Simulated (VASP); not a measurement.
# SiO2 (I-42d) in VASP: notebook

Aim: see how the results for SiO2 move with the level of theory and the settings. Levels: PBEsol, r2SCAN. Tasks: relaxation of cell and atoms, single point.

Program: VASP 6.6.1. These are calculated values, not measurements. Logs are shortened: lines on timing, memory, paths and dates and some standing lists are left out, and cuts for length are marked.

## Step 1: The cell of the first run

The structure is tetragonal, space group I-42d (No. 122). The conventional cell has a = 5.026 Å, b = 5.026 Å, c = 7.372 Å, α = 90.00°, β = 90.00°, γ = 90.00°. Within 2.2 Å of Si (site symmetry -4) lie 4 O at 1.63 Å. Within 2.2 Å of O (site symmetry 2) lie 2 Si at 1.63 Å.

## Step 2: Relaxation of cell and atoms, PBEsol

File INCAR:

```
PREC = Accurate ; ENCUT = 600
EDIFF = 1E-6 ; ISMEAR = -1
SIGMA = 0.02 ; LREAL = F
LASPH = T ; NELM = 60
ALGO = Normal ; ISIF = 3
LWAVE = F ; LCHARG = F
GGA = PS ; IBRION = 2
NSW = 80 ; EDIFFG = -0.005
```

File KPOINTS:

```
regular mesh
0
Gamma
  6 6 6
```

File POSCAR:

```
SiO2
1.0
   -2.5131481446      2.5131481446      3.6858651064
    2.5131481446     -2.5131481446      3.6858651064
    2.5131481446      2.5131481446     -3.6858651064
Si O
2 4
Direct
    0.0000000000      0.0000000000      0.0000000000
    0.7500000000      0.2500000000      0.5000000000
    0.3750000000      0.2174794837      0.3424794837
    0.9674794837      0.6250000000      0.8424794837
    0.7825205163      0.1250000000      0.1575205163
    0.8750000000      0.0325205163      0.6575205163
```

Potentials or basis: VASP PAW PBE potentials, release 64 (Si, O).

Command:

```
> cat potpaw_PBE.64/Si/POTCAR potpaw_PBE.64/O/POTCAR > POTCAR
> mpirun -np 1 vasp_std > vasp.out
```

OUTCAR:

```text
PREC = Accurate
   ENCUT = 600
   EDIFF = 1E-6
   ISMEAR = -1
   LREAL = F
   LASPH = T
   NELM = 60
   ISIF = 3
   GGA = PS
   IBRION = 2
   NSW = 80
   EDIFFG = -0.005

 ion  position               nearest neighbor table
   1  0.000  0.000  0.000-   3 1.63   4 1.63   5 1.63   6 1.63   2 3.12   2 3.12   2 3.12   2 3.12

   2  0.750  0.250  0.500-   5 1.63   6 1.63   3 1.63   4 1.63   1 3.12   1 3.12   1 3.12   1 3.12

   3  0.375  0.217  0.342-   1 1.63   2 1.63
   4  0.967  0.625  0.842-   1 1.63   2 1.63
   5  0.783  0.125  0.158-   2 1.63   1 1.63
   6  0.875  0.033  0.658-   2 1.63   1 1.63

  LATTYP: Found a body centered tetragonal cell.
 ALAT       =     5.0262962892
 C/A-ratio  =     1.4666326433

  Lattice vectors:

 A1 = (  -2.5131481446,   2.5131481446,   3.6858651064)
 A2 = (   2.5131481446,  -2.5131481446,   3.6858651064)
 A3 = (   2.5131481446,   2.5131481446,  -3.6858651064)

Analysis of symmetry for initial positions (statically):
=====================================================================
 Subroutine PRICEL returns:
 Original cell was already a primitive cell.

 Routine SETGRP: Setting up the symmetry group for a
 body centered tetragonal supercell.

 Subroutine GETGRP returns: Found  8 space group operations
 (whereof  4 operations were pure point group operations)
 out of a pool of 16 trial point group operations.

The static configuration has the point symmetry S_4 .
 The point group associated with its full space group is D_2d.

Analysis of symmetry for dynamics (positions and initial velocities):
=====================================================================
 Subroutine PRICEL returns:
 Original cell was already a primitive cell.

 Routine SETGRP: Setting up the symmetry group for a
 body centered tetragonal supercell.

 Subroutine GETGRP returns: Found  8 space group operations
 (whereof  4 operations were pure point group operations)
 out of a pool of 16 trial point group operations.

The dynamic configuration has the point symmetry S_4 .
 The point group associated with its full space group is D_2d.

 Subroutine INISYM returns: Found  8 space group operations
 (whereof  4 operations are pure point group operations),
 and found     1 'primitive' translations

----------------------------------------------------------------------------------------

                                     Primitive cell

  volume of cell :      93.1184

  direct lattice vectors                    reciprocal lattice vectors
    -2.513148145  2.513148145  3.685865106     0.000000000  0.198953651  0.135653364
     2.513148145 -2.513148145  3.685865106     0.198953651  0.000000000  0.135653364
     2.513148145  2.513148145 -3.685865106     0.198953651  0.198953651  0.000000000

  length of vectors
     5.120295770  5.120295770  5.120295770     0.240799482  0.240799482  0.281362952

  position of ions in fractional coordinates (direct lattice)
     0.000000000  0.000000000  0.000000000
     0.750000000  0.250000000  0.500000000
     0.375000000  0.217479484  0.342479484
     0.967479484  0.625000000  0.842479484
     0.782520516  0.125000000  0.157520516
     0.875000000  0.032520516  0.657520516

  ion indices of the primitive-cell ions
   primitive index   ion index
                 1           1
                 2           2
                 3           3
                 4           4
                 5           5
                 6           6

----------------------------------------------------------------------------------------

 KPOINTS: regular mesh

Automatic generation of k-mesh.
 Grid dimensions read from file:
 generate k-points for:    6    6    6

 Generating k-lattice:

  Cartesian coordinates                     Fractional coordinates (reciprocal lattice)
     0.000000000  0.033158942  0.022608894     0.166666667  0.000000000  0.000000000
     0.033158942  0.000000000  0.022608894     0.000000000  0.166666667  0.000000000
     0.033158942  0.033158942  0.000000000     0.000000000  0.000000000  0.166666667

  Length of vectors
     0.040133247  0.040133247  0.046893825

  Shift w.r.t. Gamma in fractional coordinates (k-lattice)
     0.000000000  0.000000000  0.000000000

 Subroutine IBZKPT returns following result:
 ===========================================

 Found     30 irreducible k-points:

 Following reciprocal coordinates:
            Coordinates               Weight
  0.000000  0.000000  0.000000      1.000000
  0.166667  0.000000 -0.000000      8.000000
  0.333333  0.000000  0.000000      8.000000
  0.500000  0.000000  0.000000      4.000000
  0.166667  0.166667 -0.000000      8.000000
  0.333333  0.166667 -0.000000     16.000000
[... 16 lines left out ...]
 -0.333333 -0.333333  0.166667      8.000000
 -0.166667 -0.333333  0.166667      8.000000
 [... further k-points ...]
   k-points           NKPTS =     30   k-points in BZ     NKDIM =     30   number of bands    NBANDS=     20
   number of dos      NEDOS =    301   number of ions     NIONS =      6
   total plane-waves  NPLWV =  74088
   dimension x,y,z NGX =    42 NGY =   42 NGZ =   42
   dimension x,y,z NGXF=    84 NGYF=   84 NGZF=   84
   ions per type =               2   4
   NGX,Y,Z   is equivalent  to a cutoff of  13.64, 13.64, 13.64 a.u.
   NGXF,Y,Z  is equivalent  to a cutoff of  27.27, 27.27, 27.27 a.u.
 SYSTEM =  unknown system
   PREC   = accura    normal or accurate (medium, high low for compatibility)
   ISTART =      0    job   : 0-new  1-cont  2-samecut
   ICHARG =      2    charge: 1-file 2-atom 10-const
   ISPIN  =      1    spin polarized calculation?
   LNONCOLLINEAR =      F non collinear calculations
   LSORBIT =      F    spin-orbit coupling
   LASPH  =      T    aspherical Exc in radial PAW
   ENCUT  =  600.0 eV  44.10 Ry    6.64 a.u.  10.23 10.23 10.23*2*pi/ulx,y,z
   NELM   =     60;   NELMIN=  2; NELMDL= -5     # of ELM steps
   EDIFF  = 0.1E-05   stopping-criterion for ELM
   LREAL  =      F    real-space projection
   EDIFFG = -.5E-02   stopping-criterion for IOM
   NSW    =     80    number of steps for IOM
   IBRION =      2    ionic relax: 0-MD 1-quasi-New 2-CG
   NFREE  =      1    steps in history (QN), initial steepest desc. (CG)
   ISIF   =      3    stress and relaxation
   ISYM   =      2    0-nonsym 1-usesym 2-fastsym
   POTIM  = 0.5000    time-step for ionic-motion
   TEBEG  =    0.0;   TEEND  =   0.0 temperature during run
   PSTRESS=    0.0 pullay stress
   NELECT =      32.0000    total number of electrons
   NUPDOWN=      -1.0000    fix difference up-down
   EMIN   =  10.00;   EMAX   =-10.00  energy-range for DOS
   EFERMI =   0.00;   METHOD = LEGACY
   ISMEAR =    -1;   SIGMA  =   0.02  broadening in eV -4-tet -1-fermi 0-gaus
   EFERMI_NEDOS =   21; number of points for ismear=-14 and -15
   IALGO  =     38    algorithm
   IMIX   =      4    mixing-type and parameters
     AMIX     =   0.40;   BMIX     =  1.00
     AMIX_MAG =   1.60;   BMIX_MAG =  1.00
  volume/ion in A,a.u.               =      15.52       104.73
  Fermi-wavevector in a.u.,A,eV,Ry     =   1.146691  2.166931 17.890294  1.314900
  Thomas-Fermi vector in A             =   2.283374
   LORBIT       =      0    0 simple, 1 ext, 2 COOP (PROOUT), +10 PAW based schemes
   GGA     = PS    functional components
   LHFCALC =     F    Hartree Fock is set to
   AEXX    =    0.0000 exact exchange contribution
   IVDW    =     0    specifies the selected vdW correction
   LEPSILON=     F    determine dielectric tensor
   LRPA    =     F    only Hartree local field effects (RPA)
 conjugate gradient relaxation of ions
 non-spin polarized calculation
  energy-cutoff  :      600.00
  volume of cell :       93.12
 maximum number of plane-waves:      3126
 NGX is ok and might be reduce to    42
   NGX = 21   NGY = 21   NGZ = 21

--------------------------------------- Ionic step        1  -------------------------------------------

 number of electron      32.0000005 magnetization

 Free energy of the ion-electron system (eV)
  ---------------------------------------------------
  ext. energy  EPLUGINS =         0.00000000
  ---------------------------------------------------
  free energy    TOTEN  =       -49.37347896 eV

  energy without entropy =      -49.37347896  energy(sigma->0) =      -49.37347896

------------------------ aborting loop because EDIFF is reached ----------------------------------------

  FORCE on cell =-STRESS in cart. coord.  units (eV):
  Direction    XX          YY          ZZ          XY          YZ          ZX
  --------------------------------------------------------------------------------------
  -------------------------------------------------------------------------------------
  Total       -1.0726783     -1.0726783     -1.0239170      0.0000000      0.0000000      0.0000000
  in kB      -18.4562921    -18.4562921    -17.6173157      0.0000000      0.0000000      0.0000000
  external PRESSURE =     -18.1766333 kB  Pullay stress =       0.0000000 kB
[... 101 lines left out ...]
  FREE ENERGIE OF THE ION-ELECTRON SYSTEM (eV)
  ---------------------------------------------------
  free  energy   TOTEN  =       -49.3796371962 eV

  energy  without entropy=      -49.3796371962  energy(sigma->0) =      -49.37963720

[... ionic steps 4 to 9 ...]

--------------------------------------- Ionic step       10  -------------------------------------------

 number of electron      32.0000013 magnetization

------------------------ aborting loop because EDIFF is reached ----------------------------------------

  FORCE on cell =-STRESS in cart. coord.  units (eV):
  Direction    XX          YY          ZZ          XY          YZ          ZX
  --------------------------------------------------------------------------------------
  -------------------------------------------------------------------------------------
  Total        0.0337794      0.0337794      0.0130916      0.0000000      0.0000000      0.0000000
  in kB        0.5934624      0.5934624      0.2300038      0.0000000      0.0000000      0.0000000
  external PRESSURE =       0.4723095 kB  Pullay stress =       0.0000000 kB
[... 65 lines left out ...]
  energy  without entropy=      -49.3790127285  energy(sigma->0) =      -49.37901273

--------------------------------------- Ionic step       12  -------------------------------------------

 number of electron      32.0000013 magnetization

 Free energy of the ion-electron system (eV)
  ---------------------------------------------------
  ext. energy  EPLUGINS =         0.00000000
  ---------------------------------------------------
  free energy    TOTEN  =       -49.38026209 eV

  energy without entropy =      -49.38026209  energy(sigma->0) =      -49.38026209

 E-fermi :  -0.1941     XC(G=0):  -8.2294

 val. band max:       -0.5996782792   @ k =   0.0000   0.0000   0.0000
 cond. band min:       5.2057473660   @ k =   0.0000   0.0000   0.0000
 fundamental gap:      5.8054256452
 Fermi energy:        -0.1940989181

 k-point     1 :       0.0000    0.0000    0.0000
  band No.  band energies     occupation
      1     -19.6842      2.00000
      2     -17.6153      2.00000
      3     -17.6153      2.00000
      4     -17.5562      2.00000
      5      -9.8270      2.00000
      6      -6.1159      2.00000
[... 12 lines left out ...]
     19       9.7765      0.00000
[... 513 lines left out ...]
      4     -17.6193      2.00000
      5      -9.0803      2.00000
      6      -6.4131      2.00000
[... 12 lines left out ...]
     19       9.2268      0.00000
     20       9.6003      0.00000

 [... further k-points ...]
[... 5 lines left out ...]
  --------------------------------------------------------------------------------------
  -------------------------------------------------------------------------------------
  Total       -0.0006428     -0.0006428     -0.0170785      0.0000000     -0.0000000      0.0000000
  in kB       -0.0112902     -0.0112902     -0.2999703      0.0000000     -0.0000000      0.0000000
  external PRESSURE =      -0.1075169 kB  Pullay stress =       0.0000000 kB
[... 21 lines left out ...]
  FREE ENERGIE OF THE ION-ELECTRON SYSTEM (eV)
  ---------------------------------------------------
  free  energy   TOTEN  =       -49.3802620906 eV

  energy  without entropy=      -49.3802620906  energy(sigma->0) =      -49.38026209

 reached required accuracy - stopping structural energy minimisation
```

It took 3.3 min on 1 thread of Intel Xeon Platinum 8559C (Emerald Rapids), shared host; peak memory 0.28 GiB.

Results:

```
Free energy                            : -49.3803 eV
Relaxed volume                         : 15.20 Å³/atom
Relaxed cell                           : a = 5.090 Å, b = 5.090 Å, c = 5.090 Å, α = 121.39°, β = 121.39°, γ = 87.61°
Space group after relaxing (to 0.05 Å) : I-42d (No. 122)
Energy gained by relaxing              : 1.1 meV/atom
Ionic steps                            : 12
Pressure after relaxing                : 0.0 GPa
Band gap on the k mesh                 : 5.81 eV, direct
```

Step by step:
| step | energy change (eV) | largest force (eV/Å) | pressure (GPa) | volume (Å³) |
| --- | --- | --- | --- | --- |
| 1 | 0.0000 | 0.1069 | -1.82 | 93.12 |
| 2 | 0.0059 | 0.1847 | 2.62 | 90.77 |
| 3 | -0.0062 | 0.0131 | -0.03 | 92.13 |
| 4 | -0.0062 | 0.0149 | 0.01 | 92.11 |
| 5 | -0.0062 | 0.0143 | 0.01 | 92.08 |
| 6 | -0.0063 | 0.0136 | 0.02 | 92.01 |
| 7 | -0.0064 | 0.0122 | 0.02 | 91.87 |
| 8 | -0.0067 | 0.0089 | 0.04 | 91.58 |
| 9 | -0.0067 | 0.0011 | 0.04 | 91.01 |
| 10 | -0.0068 | 0.0038 | 0.05 | 91.19 |
| 11 | -0.0055 | 0.0583 | -0.81 | 91.60 |
| 12 | -0.0068 | 0.0003 | -0.01 | 91.22 |

Final structure:
```yaml
crystal:
  lattice:
    - [-2.49150, 2.49150, 3.67368]
    - [2.49150, -2.49150, 3.67368]
    - [2.49150, 2.49150, -3.67368]
  atoms:
    - { symbol: Si, position: [0.00000, 0.00000, 0.00000] }
    - { symbol: Si, position: [0.75000, 0.25000, 0.50000] }
    - { symbol: O, position: [0.37500, 0.22133, 0.34633] }
    - { symbol: O, position: [0.97133, 0.62500, 0.84633] }
    - { symbol: O, position: [0.77867, 0.12500, 0.15367] }
    - { symbol: O, position: [0.87500, 0.02867, 0.65367] }
```

Caveat: the PAW data sets were made with another functional, which shifts forces and pressure a little. A k mesh can miss the band edges.

(Part 1 of 2 ends here.)
